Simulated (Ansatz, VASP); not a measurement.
This is a calculation of HRh2 for VASP 6.6.1.

INCAR

```
SYSTEM = HRh2
PREC = Accurate
ENCUT = 520
EDIFF = 1E-7
ISMEAR = -1
SIGMA = 0.05
LREAL = .FALSE.
LASPH = .TRUE.
NELM = 100
ALGO = Normal
ISIF = 2
LWAVE = .FALSE.
LCHARG = .FALSE.
GGA = PE
NBANDS = 22
```

Contents of KPOINTS:

```
Automatic mesh
0
G
  9 9 9
  0 0 0
```

Contents of POSCAR:

```
HRh2
1.0
    0.0000000000      2.6269202796      2.6269202796
    2.6269202796      0.0000000000      2.6269202796
    2.6269202796      2.6269202796      0.0000000000
H Rh
1 2
Direct
    0.0000000000      0.0000000000      0.0000000000
    0.2500000000      0.2500000000      0.2500000000
    0.7500000000      0.7500000000      0.7500000000
```

Potentials or basis: VASP PAW PBE potentials, release 64 (H, Rh_pv).

Run with:

```console
$ cat potpaw_PBE.64/H/POTCAR potpaw_PBE.64/Rh_pv/POTCAR > POTCAR
$ mpirun -np 1 vasp_std > vasp.out
```

Task: Set up the same calculation for Ansatz 0.2.0. Potentials there: Ansatz PAW.

Result: As run (the cutoff follows the program's own potentials):

input.yaml

```yaml
crystal:
  lattice:
    - [0.0, 2.6269202796, 2.6269202796]
    - [2.6269202796, 0.0, 2.6269202796]
    - [2.6269202796, 2.6269202796, 0.0]
  atoms:
    - { symbol: H, position: [0.0, 0.0, 0.0] }
    - { symbol: Rh, position: [0.25, 0.25, 0.25] }
    - { symbol: Rh, position: [0.75, 0.75, 0.75] }
hamiltonian:
  xc: pbe
  pseudopotentials: { kind: paw }
kpoints:
  mp_grid: { grid: [9, 9, 9] }
scf:
  occupations: { method: fermi_dirac, width: 0.05 }
output:
  forces: true
  stress: true
  eigenvalues: true
```

Potentials or basis: Ansatz PAW.

The run is started by

```bash
$ ansatz run input.yaml --threads 2 --pin off --max-ram 5120MiB --backend cpu --events-out ev --progress --plain --runs-dir out
```

Both were run:

|  | VASP | Ansatz | Ansatz less VASP |
| --- | --- | --- | --- |
| gap on the k mesh at the Fermi level (eV) | none | none | - |
| pressure (GPa) | -9.6 | -9.6 | -0.02 |

A gap of «none» marks a metal or a gap that the smearing closes. With one functional, cell and mesh, what is left measures potentials, basis and numerics. VASP's potentials hold 31 valence electrons a cell and Ansatz's 35, so a difference there can come from the potentials and not from the codes.
